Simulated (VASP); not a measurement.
# TaN in VASP: a series of runs

The runs below take TaN through single point, relaxation of cell and atoms, with PBE+U.

Everything below comes from runs of VASP 6.6.1. Logs are shortened: lines on timing, memory, paths and dates and some standing lists are left out, and cuts for length are marked.

### Step 1. The cell of the first run

The structure is hexagonal, space group P-6m2 (No. 187). Conventional cell: a = 2.959 Å, b = 2.959 Å, c = 2.889 Å, α = 90.00°, β = 90.00°, γ = 120.00°. N (site symmetry -6m2) has 6 Ta at 2.24 Å and 8 N at 2.89 to 2.96 Å within 3.0 Å. Within 3.0 Å of Ta (site symmetry -6m2) lie 6 N at 2.24 Å and 8 Ta at 2.89 to 2.96 Å.

### Step 2. Single point, PBE+U

Input file INCAR:

```
SYSTEM = TaN
PREC = Accurate
ENCUT = 520
EDIFF = 1E-7
ISMEAR = 0
SIGMA = 0.059
LREAL = .FALSE.
LASPH = .TRUE.
NELM = 150
ALGO = Normal
ISIF = 2
LWAVE = .FALSE.
LCHARG = .FALSE.
LMAXMIX = 4
LDAU = .TRUE.
LDAUTYPE = 2
LDAUL = -1 2
LDAUU = 0 5.94
LDAUJ = 0 0
LDAUPRINT = 1
GGA = PE
NBANDS = 15
```

Input file KPOINTS:

```
Automatic mesh
0
G
  10 10 9
  0 0 0
```

Input file POSCAR:

```
TaN
1.0
    1.4796546499      2.5628370312      0.0000000000
   -1.4796546499      2.5628370312      0.0000000000
    0.0000000000      0.0000000000      2.8894569500
N Ta
1 1
Direct
    0.0000000000      0.0000000000      0.0000000000
    0.3333333333      0.3333333333      0.5000000000
```

Potentials or basis: VASP PAW PBE potentials, release 64 (N, Ta_pv).

Launch:

```
> cat potpaw_PBE.64/N/POTCAR potpaw_PBE.64/Ta_pv/POTCAR > POTCAR
> mpirun -np 1 vasp_std > vasp.out
```

OUTCAR:

```text
SYSTEM = TaN
   PREC = Accurate
   ENCUT = 520
   EDIFF = 1E-7
   ISMEAR = 0
   LREAL = .FALSE.
   LASPH = .TRUE.
   NELM = 150
   ISIF = 2
   GGA = PE

 ion  position               nearest neighbor table
   1  0.000  0.000  0.000-   2 2.24   2 2.24   2 2.24   2 2.24   2 2.24   2 2.24
   2  0.333  0.333  0.500-   1 2.24   1 2.24   1 2.24   1 2.24   1 2.24   1 2.24

  LATTYP: Found a hexagonal cell.
 ALAT       =     2.9593092997
 C/A-ratio  =     0.9763957253

  Lattice vectors:

 A1 = (   1.4796546499,  -2.5628370312,   0.0000000000)
 A2 = (   1.4796546499,   2.5628370312,   0.0000000000)
 A3 = (   0.0000000000,   0.0000000000,   2.8894569500)

Analysis of symmetry for initial positions (statically):
=====================================================================
 Subroutine PRICEL returns:
 Original cell was already a primitive cell.

 Routine SETGRP: Setting up the symmetry group for a
 hexagonal supercell.

 Subroutine GETGRP returns: Found 12 space group operations
 (whereof 12 operations were pure point group operations)
 out of a pool of 24 trial point group operations.

The static configuration has the point symmetry D_3h.

Analysis of symmetry for dynamics (positions and initial velocities):
=====================================================================
 Subroutine PRICEL returns:
 Original cell was already a primitive cell.

 Routine SETGRP: Setting up the symmetry group for a
 hexagonal supercell.

 Subroutine GETGRP returns: Found 12 space group operations
 (whereof 12 operations were pure point group operations)
 out of a pool of 24 trial point group operations.

The dynamic configuration has the point symmetry D_3h.

 Subroutine INISYM returns: Found 12 space group operations
 (whereof 12 operations are pure point group operations),
 and found     1 'primitive' translations

----------------------------------------------------------------------------------------

                                     Primitive cell

  volume of cell :      21.9143

  direct lattice vectors                    reciprocal lattice vectors
     1.479654650  2.562837031  0.000000000     0.337916689  0.195096291  0.000000000
    -1.479654650  2.562837031  0.000000000    -0.337916689  0.195096291  0.000000000
     0.000000000  0.000000000  2.889456950     0.000000000  0.000000000  0.346085793

  length of vectors
     2.959309300  2.959309300  2.889456950     0.390192583  0.390192583  0.346085793

  position of ions in fractional coordinates (direct lattice)
     0.000000000  0.000000000  0.000000000
     0.333333333  0.333333333  0.500000000

  ion indices of the primitive-cell ions
   primitive index   ion index
                 1           1
                 2           2

----------------------------------------------------------------------------------------

 KPOINTS: Automatic mesh

Automatic generation of k-mesh.
 Grid dimensions read from file:
 generate k-points for:   10   10    9

 Generating k-lattice:

  Cartesian coordinates                     Fractional coordinates (reciprocal lattice)
     0.033791669  0.019509629  0.000000000     0.100000000 -0.000000000  0.000000000
    -0.033791669  0.019509629  0.000000000    -0.000000000  0.100000000  0.000000000
     0.000000000  0.000000000  0.038453977     0.000000000  0.000000000  0.111111111

  Length of vectors
     0.039019258  0.039019258  0.038453977

  Shift w.r.t. Gamma in fractional coordinates (k-lattice)
     0.000000000  0.000000000  0.000000000

 Subroutine IBZKPT returns following result:
 ===========================================

 Found     70 irreducible k-points:

 Following reciprocal coordinates:
            Coordinates               Weight
  0.000000  0.000000  0.000000      1.000000
  0.100000 -0.000000  0.000000      6.000000
  0.200000 -0.000000  0.000000      6.000000
  0.300000 -0.000000  0.000000      6.000000
  0.400000 -0.000000  0.000000      6.000000
  0.500000 -0.000000  0.000000      3.000000
[... 16 lines left out ...]
  0.400000  0.100000  0.111111     24.000000
  0.500000  0.100000  0.111111     24.000000
 [... further k-points ...]
   k-points           NKPTS =     70   k-points in BZ     NKDIM =     70   number of bands    NBANDS=     15
   number of dos      NEDOS =    301   number of ions     NIONS =      2
   total plane-waves  NPLWV =  13824
   dimension x,y,z NGX =    24 NGY =   24 NGZ =   24
   dimension x,y,z NGXF=    48 NGYF=   48 NGZF=   48
   ions per type =               1   1
   NGX,Y,Z   is equivalent  to a cutoff of  13.48, 13.48, 13.81 a.u.
   NGXF,Y,Z  is equivalent  to a cutoff of  26.97, 26.97, 27.62 a.u.
 SYSTEM =  TaN
   PREC   = accura    normal or accurate (medium, high low for compatibility)
   ISTART =      0    job   : 0-new  1-cont  2-samecut
   ICHARG =      2    charge: 1-file 2-atom 10-const
   ISPIN  =      1    spin polarized calculation?
   LNONCOLLINEAR =      F non collinear calculations
   LSORBIT =      F    spin-orbit coupling
   LASPH  =      T    aspherical Exc in radial PAW
   ENCUT  =  520.0 eV  38.22 Ry    6.18 a.u.   5.50  5.50  5.37*2*pi/ulx,y,z
   NELM   =    150;   NELMIN=  2; NELMDL= -5     # of ELM steps
   EDIFF  = 0.1E-06   stopping-criterion for ELM
   LREAL  =      F    real-space projection
   EDIFFG = 0.1E-05   stopping-criterion for IOM
   NSW    =      0    number of steps for IOM
   IBRION =     -1    ionic relax: 0-MD 1-quasi-New 2-CG
   NFREE  =      0    steps in history (QN), initial steepest desc. (CG)
   ISIF   =      2    stress and relaxation
   ISYM   =      2    0-nonsym 1-usesym 2-fastsym
   POTIM  = 0.5000    time-step for ionic-motion
   TEBEG  =    0.0;   TEEND  =   0.0 temperature during run
   PSTRESS=    0.0 pullay stress
   NELECT =      16.0000    total number of electrons
   NUPDOWN=      -1.0000    fix difference up-down
   EMIN   =  10.00;   EMAX   =-10.00  energy-range for DOS
   EFERMI =   0.00;   METHOD = LEGACY
   ISMEAR =     0;   SIGMA  =   0.06  broadening in eV -4-tet -1-fermi 0-gaus
   EFERMI_NEDOS =   21; number of points for ismear=-14 and -15
   IALGO  =     38    algorithm
   IMIX   =      4    mixing-type and parameters
     AMIX     =   0.40;   BMIX     =  1.00
     AMIX_MAG =   1.60;   BMIX_MAG =  1.00
  volume/ion in A,a.u.               =      10.96        73.94
  Fermi-wavevector in a.u.,A,eV,Ry     =   1.474141  2.785722 29.566699  2.173091
  Thomas-Fermi vector in A             =   2.588948
   LORBIT       =      0    0 simple, 1 ext, 2 COOP (PROOUT), +10 PAW based schemes
 LDA+U is selected, type is set to LDAUTYPE =  2
   angular momentum for each species LDAUL =    -1    2
   U (eV)           for each species LDAUU =   0.0  5.9
   J (eV)           for each species LDAUJ =   0.0  0.0
   GGA     = PE    functional components
   LHFCALC =     F    Hartree Fock is set to
   AEXX    =    0.0000 exact exchange contribution
   IVDW    =     0    specifies the selected vdW correction
   LEPSILON=     F    determine dielectric tensor
   LRPA    =     F    only Hartree local field effects (RPA)
 non-spin polarized calculation
 Gauss-broadening in eV      SIGMA  =   0.06
  energy-cutoff  :      520.00
  volume of cell :       21.91
 maximum number of plane-waves:       611
 NGX is ok and might be reduce to    24
   NGX = 11   NGY = 11   NGZ = 11

atom =   2  type =  2  l = 2

 onsite density matrix

spin component  1

  0.2450 -0.0000  0.0000 -0.0000  0.0000
 -0.0000  0.1626  0.0000  0.0000 -0.0000
  0.0000  0.0000  0.3038 -0.0000 -0.0000
 -0.0000  0.0000 -0.0000  0.1626  0.0000
  0.0000 -0.0000 -0.0000  0.0000  0.2450

spin component  2

  0.2450 -0.0000  0.0000 -0.0000  0.0000
 -0.0000  0.1626  0.0000  0.0000 -0.0000
  0.0000  0.0000  0.3038 -0.0000 -0.0000
 -0.0000  0.0000 -0.0000  0.1626  0.0000
  0.0000 -0.0000 -0.0000  0.0000  0.2450

 occupancies and eigenvectors

  o =  0.1626  v =  0.0000 -1.0000 -0.0000  0.0000  0.0000  0.0000  0.0000  0.0000  0.0000  0.0000      0.0000  0.0000  0.0000  0.0000  0.0000  0.0000  0.0000  0.0000  0.0000  0.0000
  o =  0.1626  v =  0.0000  0.0000  0.0000  0.0000  0.0000  0.0000 -1.0000 -0.0000  0.0000  0.0000      0.0000  0.0000  0.0000  0.0000  0.0000  0.0000  0.0000  0.0000  0.0000  0.0000
  o =  0.1626  v =  0.0000 -0.0000  0.0000 -1.0000 -0.0000  0.0000  0.0000  0.0000  0.0000  0.0000      0.0000  0.0000  0.0000  0.0000  0.0000  0.0000  0.0000  0.0000  0.0000  0.0000
  o =  0.1626  v =  0.0000  0.0000  0.0000  0.0000  0.0000  0.0000 -0.0000  0.0000 -1.0000 -0.0000      0.0000  0.0000  0.0000  0.0000  0.0000  0.0000  0.0000  0.0000  0.0000  0.0000
  o =  0.2450  v =  0.0000  0.0000  0.0000  0.0000  0.0000  0.0000  0.0000  0.0000 -0.0000  1.0000      0.0000  0.0000  0.0000  0.0000  0.0000  0.0000  0.0000  0.0000  0.0000  0.0000
  o =  0.2450  v =  0.0000  0.0000  0.0000 -0.0000  1.0000  0.0000  0.0000  0.0000  0.0000  0.0000      0.0000  0.0000  0.0000  0.0000  0.0000  0.0000  0.0000  0.0000  0.0000  0.0000
  o =  0.2450  v =  1.0000  0.0000  0.0000  0.0000  0.0000  0.0000  0.0000  0.0000  0.0000  0.0000      0.0000  0.0000  0.0000  0.0000  0.0000  0.0000  0.0000  0.0000  0.0000  0.0000
  o =  0.2450  v =  0.0000  0.0000  0.0000  0.0000  0.0000  1.0000  0.0000  0.0000  0.0000  0.0000      0.0000  0.0000  0.0000  0.0000  0.0000  0.0000  0.0000  0.0000  0.0000  0.0000
  o =  0.3038  v =  0.0000  0.0000  0.0000  0.0000  0.0000  0.0000  0.0000 -1.0000 -0.0000  0.0000      0.0000  0.0000  0.0000  0.0000  0.0000  0.0000  0.0000  0.0000  0.0000  0.0000
  o =  0.3038  v =  0.0000  0.0000 -1.0000 -0.0000  0.0000  0.0000  0.0000  0.0000  0.0000  0.0000      0.0000  0.0000  0.0000  0.0000  0.0000  0.0000  0.0000  0.0000  0.0000  0.0000

 number of electron      16.0000000 magnetization

 Free energy of the ion-electron system (eV)
  ---------------------------------------------------
  ext. energy  EPLUGINS =         0.00000000
  ---------------------------------------------------
  free energy    TOTEN  =       -17.18541476 eV

  energy without entropy =      -17.18541440  energy(sigma->0) =      -17.18541458

 E-fermi :   9.1508     XC(G=0): -13.2725

 val. band max:        8.9974331828   @ k =   0.0000   0.0000   0.4444
 cond. band min:       9.3158841779   @ k =   0.1000  -0.0000   0.4444
 fundamental gap:      0.3184509951
 Fermi energy:         9.1507876854

 k-point     1 :       0.0000    0.0000    0.0000
  band No.  band energies     occupation
      1     -27.3248      2.00000
      2     -27.1053      2.00000
      3     -27.1053      2.00000
      4      -9.2765      2.00000
      5       4.2015      2.00000
      6       4.2015      2.00000
      7       4.5548      2.00000
      8       5.5686      2.00000
      9      10.2925      0.00000
     10      12.3741      0.00000
     11      12.3741      0.00000
     12      13.5281      0.00000
     13      13.5281      0.00000
     14      20.6167      0.00000
     15      21.2130      0.00000

 k-point     2 :       0.1000   -0.0000    0.0000
  band No.  band energies     occupation
      1     -27.3130      2.00000
      2     -27.1994      2.00000
      3     -27.1257      2.00000
      4      -9.0748      2.00000
      5       3.5750      2.00000
      6       4.3275      2.00000
      7       4.8109      2.00000
      8       5.3549      2.00000
      9      11.0502      0.00000
     10      11.9378      0.00000
     11      12.4227      0.00000
     12      13.4203      0.00000
     13      13.7207      0.00000
     14      20.6198      0.00000
     15      21.2369      0.00000

 k-point     3 :       0.2000   -0.0000    0.0000
  band No.  band energies     occupation
      1     -27.4392      2.00000
      2     -27.2819      2.00000
      3     -27.1786      2.00000
      4      -8.5339      2.00000
      5       2.3779      2.00000
      6       4.6410      2.00000
      7       4.8534      2.00000
      8       5.3670      2.00000
      9      11.0792      0.00000
     10      12.6467      0.00000
     11      12.6555      0.00000
     12      13.1517      0.00000
     13      14.0803      0.00000
     14      20.6247      0.00000
     15      21.3009      0.00000
[... 343 lines left out ...]
 k-point    23 :       0.4000    0.1000    0.1111
  band No.  band energies     occupation
      1     -27.8240      2.00000
      2     -27.3167      2.00000
      3     -27.3089      2.00000
      4      -7.3338      2.00000
      5       0.9864      2.00000
      6       3.5815      2.00000
      7       4.5579      2.00000
      8       6.5257      2.00000
      9      10.8300      0.00000
     10      12.4423      0.00000
     11      13.4397      0.00000
     12      14.5397      0.00000
     13      16.0922      0.00000
     14      20.6242      0.00000
     15      21.2339      0.00000

 k-point    24 :       0.5000    0.1000    0.1111
  band No.  band energies     occupation
      1     -27.9633      2.00000
      2     -27.3558      2.00000
      3     -27.2920      2.00000
      4      -6.9389      2.00000
      5       0.4894      2.00000
      6       3.4737      2.00000
      7       4.4170      2.00000
      8       6.5460      2.00000
      9      11.6099      0.00000
     10      12.5665      0.00000
     11      13.4394      0.00000
     12      14.7367      0.00000
     13      17.2213      0.00000
     14      19.8727      0.00000
     15      20.6458      0.00000

 [... further k-points ...]
[... 5 lines left out ...]
  --------------------------------------------------------------------------------------
  -------------------------------------------------------------------------------------
  Total        2.2827736      2.2827736      3.0999562     -0.0000000      0.0000000      0.0000000
  in kB      166.8959716    166.8959716    226.6410412     -0.0000000      0.0000000      0.0000000
  external PRESSURE =     186.8109948 kB  Pullay stress =       0.0000000 kB

 VOLUME and BASIS-vectors are now :
 -----------------------------------------------------------------------------
  energy-cutoff  :      520.00
  volume of cell :       21.91
      direct lattice vectors                 reciprocal lattice vectors
     1.479654650  2.562837031  0.000000000     0.337916689  0.195096291  0.000000000
    -1.479654650  2.562837031  0.000000000    -0.337916689  0.195096291  0.000000000
     0.000000000  0.000000000  2.889456950     0.000000000  0.000000000  0.346085793

 POSITION                                       TOTAL-FORCE (eV/Angst)
 -----------------------------------------------------------------------------------
      0.00000      0.00000      0.00000         0.000000      0.000000      0.000000
      0.00000      1.70856      1.44473        -0.000000     -0.000000      0.000000
 -----------------------------------------------------------------------------------
    total drift:                                0.000000      0.000000      0.000000

  FREE ENERGIE OF THE ION-ELECTRON SYSTEM (eV)
  ---------------------------------------------------
  free  energy   TOTEN  =       -17.1854147615 eV

  energy  without entropy=      -17.1854144045  energy(sigma->0) =      -17.18541458
```

Wall time 20 s (1 thread of Intel Xeon Platinum 8259CL at 2.50GHz (Skylake/Cascade Lake), shared host); peak memory 0.15 GiB.

What came out:

- Free energy: -17.1854 eV
- Pressure: 18.7 GPa
- Band gap on the k mesh: zero (band 8 reaches 9.34 eV, above the bottom of band 9 at 9.00 eV)

Stress tensor (GPa, compression positive):
```
16.69  0.00  0.00
 0.00 16.69  0.00
 0.00  0.00 22.66
```

Eigenvalues of the final occupation matrices:
```csv
site,spin,trace,eigenvalues
site 2 d,1,1.12,0.16 0.16 0.24 0.24 0.30
site 2 d,2,1.12,0.16 0.16 0.24 0.24 0.30
```

Caveat: spin-orbit coupling is left out, which moves the levels of the heavy elements; U without spin polarisation on a metal has little footing.

### Step 3. Relaxation of cell and atoms, PBE+U, target pressure 5 GPa, at which the enthalpy is minimised

Input file INCAR:

```
  PREC = Accurate
  ENCUT = 600
  EDIFF = 1E-6
  ISMEAR = 0
  SIGMA = 0.059
  LREAL = False
  LASPH = True
  NELM = 150
  ALGO = Normal
  ISIF = 3
  LWAVE = False
  LCHARG = False
  LMAXMIX = 4
  LDAU = True
  LDAUTYPE = 2
  LDAUL = -1 2
  LDAUU = 0 5.94
  LDAUJ = 0 0
  LDAUPRINT = 1
  GGA = PE
  IBRION = 2
  NSW = 60
  EDIFFG = -0.01
  PSTRESS = 50.0
```

Input file KPOINTS:

```
regular mesh
0
Gamma
  10 10 9
```

Input file POSCAR:

```
TaN
1.0
    1.4779570000      2.5598940000      0.0000000000
   -1.4779570000      2.5598940000      0.0000000000
    0.0000000000      0.0000000000      2.9005790000
N Ta
1 1
Direct
    0.0000000000      0.0000000000      0.0000000000
    0.3333000000      0.3334000000      0.5000000000
```

Potentials or basis: VASP PAW PBE potentials, release 64 (N, Ta_pv).

Launch:

```
> cat potpaw_PBE.64/N/POTCAR potpaw_PBE.64/Ta_pv/POTCAR > POTCAR
> mpirun -np 1 vasp_std > vasp.out
```

Wall time 1.9 min (1 thread of Intel Xeon Platinum 8259CL at 2.50GHz (Skylake/Cascade Lake), shared host); peak memory 0.19 GiB.

Results (log left out):

| Property | Result |
| --- | --- |
| Free energy | -17.2537 eV |
| Relaxed volume | 11.38 Å³/atom |
| Relaxed cell | a = 2.990 Å, b = 2.990 Å, c = 2.940 Å, α = 90.00°, β = 90.00°, γ = 60.00° |
| Space group after relaxing (to 0.05 Å) | P-6m2 (No. 187) |
| Energy change on relaxing (the enthalpy is what falls) | -28.5 meV/atom |
| Ionic steps | 8 |
| Pressure after relaxing | 5.1 GPa |
| Band gap on the k mesh | zero (band 8 reaches 8.94 eV, above the bottom of band 9 at 8.60 eV) |

The path:
```
step  energy change (eV)  largest force (eV/Å)  pressure (GPa)  volume (Å³)
   1              0.0000                0.0023           17.90        21.95
   2              0.0515                0.0004          -19.24        24.88
   3             -0.0580                0.0012            4.64        22.79
   4             -0.0573                0.0012            4.94        22.76
   5             -0.0568                0.0012            5.18        22.75
   6             -0.0569                0.0000            5.18        22.75
   7             -0.0568                0.0005            5.19        22.75
   8             -0.0571                0.0004            5.08        22.76
```

Final structure:
```xyz
2
Lattice="1.4948 2.5891 0.0000 -1.4948 2.5891 0.0000 0.0000 0.0000 2.9399" Properties=species:S:1:pos:R:3 pbc="T T T"
N     1.4947    2.5891    0.0000
Ta   -0.0001    1.7261    1.4699
```

Levels at points of the mesh, in eV from the Fermi level:
| k point | band 4 | band 5 | band 6 | band 7 | band 8 | band 9 | band 10 | band 11 | band 12 |
| --- | --- | --- | --- | --- | --- | --- | --- | --- | --- |
| (0.00, 0.00, 0.00) | -18.11 | -4.72 | -4.72 | -4.44 | -3.56 | 0.94 | 3.03 | 3.03 | 4.17 |
| (0.50, 0.00, 0.00) | -15.92 | -8.74 | -5.23 | -3.72 | -3.61 | 3.21 | 3.42 | 4.84 | 4.88 |
| (0.00, 0.50, 0.00) | -15.92 | -8.74 | -5.23 | -3.72 | -3.61 | 3.21 | 3.42 | 4.84 | 4.88 |

Eigenvalues of the final occupation matrices:
| site | spin | trace | eigenvalues |
| --- | --- | --- | --- |
| site 2 d | 1 | 1.09 | 0.16 0.16 0.24 0.24 0.29 |
| site 2 d | 2 | 1.09 | 0.16 0.16 0.24 0.24 0.29 |

Caveat: the cell is relaxed towards a set pressure, so the enthalpy falls and the energy may rise; spin-orbit coupling is left out, which moves the levels of the heavy elements; U without spin polarisation on a metal has little footing. PBE usually gives volumes a little too large and moduli too small.
